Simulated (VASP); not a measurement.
# SnO (F-43m) in VASP: a series of runs, part 2 of 3

VASP 6.6.1. Earlier steps stand in the parts before.

## 3. Single point, PBEsol, collinear spin, zero start

INCAR

```
SYSTEM = SnO
ALGO     = Normal         ! electronic algorithm
EDIFF    = 1E-6           ! SCF threshold, eV
ENCUT    = 600            ! plane-wave cutoff, eV
GGA      = PS             ! functional
GGA_COMPAT= .FALSE.      
ISIF     = 2              ! what is computed and relaxed
ISMEAR   = -1             ! smearing method
ISPIN    = 2              ! spin polarisation
LASPH    = .TRUE.         ! aspherical terms in the spheres
LCHARG   = .FALSE.        ! write CHGCAR
LORBIT   = 11             ! projections on sites
LREAL    = .FALSE.        ! projectors in reciprocal space
LWAVE    = .FALSE.        ! write WAVECAR
MAGMOM   = 0 0            ! initial moments
NBANDS   = 21             ! bands
NELM     = 200            ! most SCF steps
PREC     = Accurate       ! precision mode
SIGMA    = 0.02           ! smearing width, eV
```

KPOINTS

```
k-points
0
G
  6 6 6
  0 0 0
```

POSCAR

```
SnO
1.0
    0.0000000000      2.7082147176      2.7082147176
    2.7082147176      0.0000000000      2.7082147176
    2.7082147176      2.7082147176      0.0000000000
Sn O
1 1
Direct
    0.0000000000      0.0000000000      0.0000000000
    0.2500000000      0.2500000000      0.2500000000
```

Potentials or basis: VASP PAW PBE potentials, release 64 (Sn_d, O).

Run with:

```console
> cat potpaw_PBE.64/Sn_d/POTCAR potpaw_PBE.64/O/POTCAR > POTCAR
> mpirun -np 1 vasp_std > vasp.out
```

Wall time 60 s (1 thread of Intel Xeon 8259CL, shared host); peak memory 0.21 GiB.

Results (log left out):

* Free energy: -11.1140 eV
* Pressure: -1.1 GPa
* Band gap on the k mesh: zero (filled and empty bands overlap)
* Net moment: 0.00 μB per cell
* Valence electrons inside the program's atomic spheres: Sn 12.04; O 4.89

Levels at points of the mesh, in eV from the Fermi level:
Spin up:
```csv
k point,band 6,band 7,band 8,band 9,band 10,band 11,band 12,band 13,band 14,band 15
"(0.00, 0.00, 0.00)",-18.91,-6.35,-3.70,-3.70,-3.70,4.41,4.41,4.41,8.88,11.36
"(0.50, 0.00, 0.00)",-18.27,-8.07,-4.13,-4.13,-2.45,1.61,4.55,4.55,8.40,10.92
"(0.50, 0.50, 0.00)",-18.09,-7.88,-4.89,-4.89,-0.72,-0.18,5.18,5.18,5.25,10.16
```
Spin down:
| k point | band 7 | band 8 | band 9 | band 10 | band 11 | band 12 | band 13 | band 14 |
| --- | --- | --- | --- | --- | --- | --- | --- | --- |
| (0.00, 0.00, 0.00) | -6.35 | -3.70 | -3.70 | -3.70 | 4.41 | 4.41 | 4.41 | 8.88 |
| (0.50, 0.00, 0.00) | -8.07 | -4.13 | -4.13 | -2.45 | 1.61 | 4.55 | 4.55 | 8.40 |
| (0.50, 0.50, 0.00) | -7.88 | -4.89 | -4.89 | -0.72 | -0.18 | 5.18 | 5.18 | 5.25 |

Caveat: the structure was generated, so it needn't be the stable form of SnO; semilocal functionals underestimate gaps, and a narrow one can read as zero; the PAW data sets were made with another functional, which shifts forces and pressure a little; spin-orbit coupling is left out, which moves the levels of the heavy elements.

## 4. Single point, HF

POSCAR is that of step 3.

INCAR.step1

```
PREC = Accurate
ENCUT = 520
EDIFF = 1E-5
ISMEAR = -1
SIGMA = 0.02
LREAL = False
LASPH = True
NELM = 120
ALGO = Normal
ISIF = 2
LWAVE = True
GGA = PE
NBANDS = 17
GGA_COMPAT = False
```

INCAR.step2

```
PREC = Accurate
ENCUT = 520
EDIFF = 1E-6
ISMEAR = -1
SIGMA = 0.02
LREAL = False
LASPH = True
NELM = 120
ALGO = Normal
ISIF = 2
LWAVE = False
LCHARG = True
GGA = PE
LHFCALC = True
AEXX = 1.0
ALDAC = 0.0
AGGAC = 0.0
PRECFOCK = Normal
LELF = True
LVHAR = True
ISTART = 1
NBANDS = 17
GGA_COMPAT = False
```

KPOINTS

```
regular mesh
0
Gamma
  4 4 4
```

Potentials or basis: VASP PAW PBE potentials, release 64 (Sn_d, O).

Run with:

```console
> cat potpaw_PBE.64/Sn_d/POTCAR potpaw_PBE.64/O/POTCAR > POTCAR
> cp INCAR.step1 INCAR
> mpirun -np 1 vasp_std > vasp.out
> cp INCAR.step2 INCAR
> mpirun -np 1 vasp_std > vasp.out
```

OUTCAR:

```text
PREC = Accurate
   ENCUT = 520
   EDIFF = 1E-6
   ISMEAR = -1
   LREAL = False
   LASPH = True
   NELM = 120
   ISIF = 2
   GGA = PE
   LHFCALC = True
   AEXX = 1.0
   PRECFOCK = Normal
   ISTART = 1

 ion  position               nearest neighbor table
   1  0.000  0.000  0.000-   2 2.35   2 2.35   2 2.35   2 2.35
   2  0.250  0.250  0.250-   1 2.35   1 2.35   1 2.35   1 2.35

  LATTYP: Found a face centered cubic cell.
 ALAT       =     5.4164294352

  Lattice vectors:

 A1 = (   0.0000000000,   2.7082147176,   2.7082147176)
 A2 = (   2.7082147176,   0.0000000000,   2.7082147176)
 A3 = (   2.7082147176,   2.7082147176,   0.0000000000)

Analysis of symmetry for initial positions (statically):
=====================================================================
 Subroutine PRICEL returns:
 Original cell was already a primitive cell.

 Routine SETGRP: Setting up the symmetry group for a
 face centered cubic supercell.

 Subroutine GETGRP returns: Found 24 space group operations
 (whereof 24 operations were pure point group operations)
 out of a pool of 48 trial point group operations.

The static configuration has the point symmetry T_d .

Analysis of symmetry for dynamics (positions and initial velocities):
=====================================================================
 Subroutine PRICEL returns:
 Original cell was already a primitive cell.

 Routine SETGRP: Setting up the symmetry group for a
 face centered cubic supercell.

 Subroutine GETGRP returns: Found 24 space group operations
 (whereof 24 operations were pure point group operations)
 out of a pool of 48 trial point group operations.

The dynamic configuration has the point symmetry T_d .

 Subroutine INISYM returns: Found 24 space group operations
 (whereof 24 operations are pure point group operations),
 and found     1 'primitive' translations

----------------------------------------------------------------------------------------

                                     Primitive cell

  volume of cell :      39.7264

  direct lattice vectors                    reciprocal lattice vectors
     0.000000000  2.708214718  2.708214718    -0.184623470  0.184623470  0.184623470
     2.708214718  0.000000000  2.708214718     0.184623470 -0.184623470  0.184623470
     2.708214718  2.708214718  0.000000000     0.184623470  0.184623470 -0.184623470

  length of vectors
     3.829993983  3.829993983  3.829993983     0.319777231  0.319777231  0.319777231

  position of ions in fractional coordinates (direct lattice)
     0.000000000  0.000000000  0.000000000
     0.250000000  0.250000000  0.250000000

  ion indices of the primitive-cell ions
   primitive index   ion index
                 1           1
                 2           2

----------------------------------------------------------------------------------------

 KPOINTS: regular mesh

Automatic generation of k-mesh.
 Grid dimensions read from file:
 generate k-points for:    4    4    4

 Generating k-lattice:

  Cartesian coordinates                     Fractional coordinates (reciprocal lattice)
    -0.046155868  0.046155868  0.046155868     0.250000000  0.000000000  0.000000000
     0.046155868 -0.046155868  0.046155868     0.000000000  0.250000000  0.000000000
     0.046155868  0.046155868 -0.046155868     0.000000000  0.000000000  0.250000000

  Length of vectors
     0.079944308  0.079944308  0.079944308

  Shift w.r.t. Gamma in fractional coordinates (k-lattice)
     0.000000000  0.000000000  0.000000000

 Subroutine IBZKPT returns following result:
 ===========================================

 Found      8 irreducible k-points:

 Following reciprocal coordinates:
            Coordinates               Weight
  0.000000  0.000000  0.000000      1.000000
  0.250000  0.000000  0.000000      8.000000
  0.500000  0.000000  0.000000      4.000000
  0.250000  0.250000  0.000000      6.000000
  0.500000  0.250000  0.000000     24.000000
 -0.250000  0.250000  0.000000     12.000000
  0.500000  0.500000  0.000000      3.000000
 -0.250000  0.500000  0.250000      6.000000
   k-points           NKPTS =      8   k-points in BZ     NKDIM =     64   number of bands    NBANDS=     17
   number of dos      NEDOS =    301   number of ions     NIONS =      2
   total plane-waves  NPLWV =  21952
   dimension x,y,z NGX =    28 NGY =   28 NGZ =   28
   dimension x,y,z NGXF=    56 NGYF=   56 NGZF=   56
   ions per type =               1   1
   NGX,Y,Z   is equivalent  to a cutoff of  12.15, 12.15, 12.15 a.u.
   NGXF,Y,Z  is equivalent  to a cutoff of  24.31, 24.31, 24.31 a.u.
 SYSTEM =  unknown system
   PREC   = accura    normal or accurate (medium, high low for compatibility)
   ISTART =      1    job   : 0-new  1-cont  2-samecut
   ICHARG =      0    charge: 1-file 2-atom 10-const
   ISPIN  =      1    spin polarized calculation?
   LNONCOLLINEAR =      F non collinear calculations
   LSORBIT =      F    spin-orbit coupling
   LASPH  =      T    aspherical Exc in radial PAW
   ENCUT  =  520.0 eV  38.22 Ry    6.18 a.u.   7.12  7.12  7.12*2*pi/ulx,y,z
   NELM   =    120;   NELMIN=  2; NELMDL=  0     # of ELM steps
   EDIFF  = 0.1E-05   stopping-criterion for ELM
   LREAL  =      F    real-space projection
   EDIFFG = 0.1E-04   stopping-criterion for IOM
   NSW    =      0    number of steps for IOM
   IBRION =     -1    ionic relax: 0-MD 1-quasi-New 2-CG
   NFREE  =      0    steps in history (QN), initial steepest desc. (CG)
   ISIF   =      2    stress and relaxation
   ISYM   =      3    0-nonsym 1-usesym 2-fastsym
   POTIM  = 0.5000    time-step for ionic-motion
   TEBEG  =    0.0;   TEEND  =   0.0 temperature during run
   PSTRESS=    0.0 pullay stress
   NELECT =      20.0000    total number of electrons
   NUPDOWN=      -1.0000    fix difference up-down
   EMIN   =  10.00;   EMAX   =-10.00  energy-range for DOS
   EFERMI =   0.00;   METHOD = LEGACY
   ISMEAR =    -1;   SIGMA  =   0.02  broadening in eV -4-tet -1-fermi 0-gaus
   EFERMI_NEDOS =   21; number of points for ismear=-14 and -15
   IALGO  =     38    algorithm
   IMIX   =      1    mixing-type and parameters
     AMIX     =   0.40;   BMIX     =  1.00
     AMIX_MAG =   1.60;   BMIX_MAG =  1.00
  volume/ion in A,a.u.               =      19.86       134.04
  Fermi-wavevector in a.u.,A,eV,Ry     =   1.302342  2.461070 23.076772  1.696095
  Thomas-Fermi vector in A             =   2.433416
   LORBIT       =      0    0 simple, 1 ext, 2 COOP (PROOUT), +10 PAW based schemes
   GGA     = PE    functional components
   LHFCALC =     T    Hartree Fock is set to
   PRECFOCK=normal    Normal, Fast or Accurate (Low or Medium for compatibility)
   ENCUT4O =  -1.0   cutoff for four orbital integrals eV
   NKREDX  =     1    reduce k-point grid by
   NKREDY  =     1    reduce k-point grid by
   NKREDZ  =     1    reduce k-point grid by
   AEXX    =    1.0000 exact exchange contribution
   HFSCREEN=    0.0000 screening length (either q_TF or 0.3 A-1)
   HFSCREENC=   0.0000 screening length for correlation (either q_TF or 0.3 A-1)
   ENCUTFOCK=  -1.0 apply spherical cutoff to Coloumb kernel
   IVDW    =     0    specifies the selected vdW correction
   LEPSILON=     F    determine dielectric tensor
   LRPA    =     F    only Hartree local field effects (RPA)
 non-spin polarized calculation
  energy-cutoff  :      520.00
  volume of cell :       39.73
 maximum number of plane-waves:      1090
  NGX = 24; NGY = 24; NGZ = 24

 number of electron      19.9999996 magnetization

 Free energy of the ion-electron system (eV)
  ---------------------------------------------------
  ext. energy  EPLUGINS =         0.00000000
  ---------------------------------------------------
  free energy    TOTEN  =       -22.42306025 eV

  energy without entropy =      -22.42046095  energy(sigma->0) =      -22.42176060

 E-fermi :   6.3244     XC(G=0):   0.0000

 val. band max:        6.3243761022   @ k =  -0.2500   0.5000   0.2500
 cond. band min:      11.0053296851   @ k =   0.5000   0.2500   0.0000
 fundamental gap:      4.6809535829
 Fermi energy:         6.3243761029

 k-point     1 :       0.0000    0.0000    0.0000
  band No.  band energies     occupation
      1     -25.4808      2.00000
      2     -25.4808      2.00000
      3     -25.4808      2.00000
      4     -25.3884      2.00000
      5     -25.3884      2.00000
      6     -23.4430      2.00000
[... 137 lines left out ...]
      4     -25.3949      2.00000
      5     -25.3814      2.00000
      6     -22.4206      2.00000
[... 9 lines left out ...]
     16      25.6095      0.00000
     17      26.0859      0.00000

------------------------ aborting loop because EDIFF is reached ----------------------------------------

  FORCE on cell =-STRESS in cart. coord.  units (eV):
  Direction    XX          YY          ZZ          XY          YZ          ZX
  --------------------------------------------------------------------------------------
  -------------------------------------------------------------------------------------
  Total        0.6510521      0.6510521      0.6510521     -0.0000000      0.0000000     -0.0000000
  in kB       26.2571190     26.2571190     26.2571190     -0.0000000      0.0000000     -0.0000000
  external PRESSURE =      26.2571190 kB  Pullay stress =       0.0000000 kB

 VOLUME and BASIS-vectors are now :
 -----------------------------------------------------------------------------
  energy-cutoff  :      520.00
  volume of cell :       39.73
      direct lattice vectors                 reciprocal lattice vectors
     0.000000000  2.708214718  2.708214718    -0.184623470  0.184623470  0.184623470
     2.708214718  0.000000000  2.708214718     0.184623470 -0.184623470  0.184623470
     2.708214718  2.708214718  0.000000000     0.184623470  0.184623470 -0.184623470

 POSITION                                       TOTAL-FORCE (eV/Angst)
 -----------------------------------------------------------------------------------
      0.00000      0.00000      0.00000        -0.000000     -0.000000     -0.000000
      1.35411      1.35411      1.35411         0.000000      0.000000      0.000000
 -----------------------------------------------------------------------------------
    total drift:                                0.000018      0.000011      0.000012

  FREE ENERGIE OF THE ION-ELECTRON SYSTEM (eV)
  ---------------------------------------------------
  free  energy   TOTEN  =       -22.4230602481 eV

  energy  without entropy=      -22.4204609455  energy(sigma->0) =      -22.42176060
```

Wall time 30 min (1 thread of Intel Xeon 8259CL, shared host); peak memory 0.18 GiB.

What came out:

- Free energy: -22.4231 eV
- Pressure: 2.6 GPa
- Band gap on the k mesh: zero (bands 10 and 11 overlap by 0.36 eV)

Levels at points of the mesh, in eV from the Fermi level:
```csv
k point,band 7,band 8,band 9,band 10,band 11,band 12,band 13,band 14
"(0.00, 0.00, 0.00)",-10.16,-8.49,-8.49,-8.49,9.55,9.55,9.55,14.24
"(0.50, 0.00, 0.00)",-13.31,-8.99,-8.99,-4.51,5.25,9.59,9.59,13.41
"(0.50, 0.50, 0.00)",-13.04,-9.83,-9.83,-1.57,-0.36,9.90,10.60,10.60
```

Caveat: the k points lie up to 0.50 Å⁻¹ apart; the structure was generated, so it needn't be the stable form of SnO; the PAW data sets were made with another functional, which shifts forces and pressure a little; spin-orbit coupling is left out, which moves the levels of the heavy elements.

[end of part 2 of 3]

The gap in the log of VASP goes by the Fermi energy; the results here count the filled bands.